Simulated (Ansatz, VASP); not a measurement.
Mg3BeS: VASP beside Ansatz

```
Mg Be S
1.0
     3.95228    0.00000    0.00000
    -1.97614    3.42278    0.00000
     0.00000    0.00000    7.21111
Mg Be S
3 1 1
Direct
  0.66667 0.33333 0.28676
  0.66667 0.33333 0.71324
  0.00000 0.00000 0.00000
  0.33333 0.66667 0.00000
  0.00000 0.00000 0.50000
```

Change from the starting cell: species swapped into the GaFe3As type (P-6m2, No. 187).

Alike in both runs: functional PBE; k mesh 12 × 12 × 6; occupations gaussian, width 0.1 eV; no spin polarisation.

Ansatz relaxed the structure, and its values are those at the end. VASP's run is a single point on that final structure, the one shown.

|  | VASP | Ansatz |
| --- | --- | --- |
| version | VASP 6.6.1 | Ansatz 0.2.0 |
| potentials or method | VASP PAW PBE potentials, release 64 (Mg, Be, S), cutoff 520 eV | scalar-relativistic, plane waves, PAW |
| valence electrons in the cell | 14 | 38 |

|  | VASP | Ansatz | Ansatz less VASP |
| --- | --- | --- | --- |
| gap on the k mesh at the Fermi level (eV) | none | none | - |
| pressure (GPa) | -0.1 | 0.0 | +0.11 |

A gap of «none» marks a metal or a gap that the smearing closes. The functional is the same, so the differences come from potentials, cutoffs and numerics. VASP's potentials hold 14 valence electrons a cell and Ansatz's 38, so a difference there can come from the potentials and not from the codes.
